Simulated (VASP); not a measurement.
SnTe: single point with PBEsol

SnTe, a slab with vacuum:

```
Te Sn
1.0
     3.14225    3.14225    0.00000
    -3.14225    3.14225    0.00000
     0.00000    0.00000   22.42675
Te Sn
4 4
Direct
  0.50127 0.50077 0.28848
  0.50247 0.50032 0.56943
  0.00122 0.99924 0.43066
  0.00245 0.00028 0.71151
  0.99827 0.99874 0.29920
  0.00264 0.00039 0.57906
  0.50030 0.50027 0.42098
  0.50408 0.50113 0.70090
```

```json
{
  "Program": "VASP 6.6.1",
  "Task": "single point",
  "Functional": "PBEsol",
  "Potentials or basis": "VASP PAW PBE potentials, release 64 (Te, Sn_d)",
  "Cutoff": "520 eV",
  "k mesh": "6 × 6 × 1",
  "Occupations": "fermi-dirac, width 0.05 eV",
  "Spin": "no spin polarisation"
}
```

```json
{"Largest force": "0.038 eV/Å", "Band gap on the k mesh": "0.87 eV"}
```

Forces on the atoms (eV/Å):
```
Te   0.004 -0.011 -0.033
Te   0.000 -0.002  0.006
Te  -0.008  0.009 -0.007
Te   0.001  0.005  0.038
Sn  -0.001  0.008 -0.004
Sn   0.000  0.001 -0.032
Sn   0.005 -0.006  0.030
Sn  -0.002 -0.004  0.001
```

Levels at points of the mesh, in eV from the valence-band top:
| k point | band 36 | band 37 | band 38 | band 39 | band 40 | band 41 | band 42 | band 43 | band 44 | band 45 |
| --- | --- | --- | --- | --- | --- | --- | --- | --- | --- | --- |
| (0.00, 0.00, 0.00) | -2.20 | -1.87 | -1.87 | -1.20 | -1.06 | 1.51 | 2.07 | 2.56 | 2.93 | 3.70 |
| (0.50, 0.00, 0.00) | -1.37 | -0.50 | -0.49 | -0.09 | -0.08 | 0.89 | 0.90 | 0.91 | 0.91 | 1.19 |
| (0.00, 0.50, 0.00) | -1.37 | -0.50 | -0.49 | -0.08 | -0.08 | 0.89 | 0.90 | 0.91 | 0.91 | 1.18 |
| (0.50, 0.50, 0.00) | -3.53 | -2.73 | -2.72 | -1.32 | -1.32 | 2.03 | 2.03 | 2.74 | 2.74 | 3.79 |

It took 9.8 min on 1 thread of Intel(R) Xeon(R) Platinum 8488C (Sapphire Rapids) (shared host), peak memory 0.68 GiB.

Caveat: the PAW data sets were made with another functional, which shifts forces and pressure a little; spin-orbit coupling is left out, which moves the levels of the heavy elements.
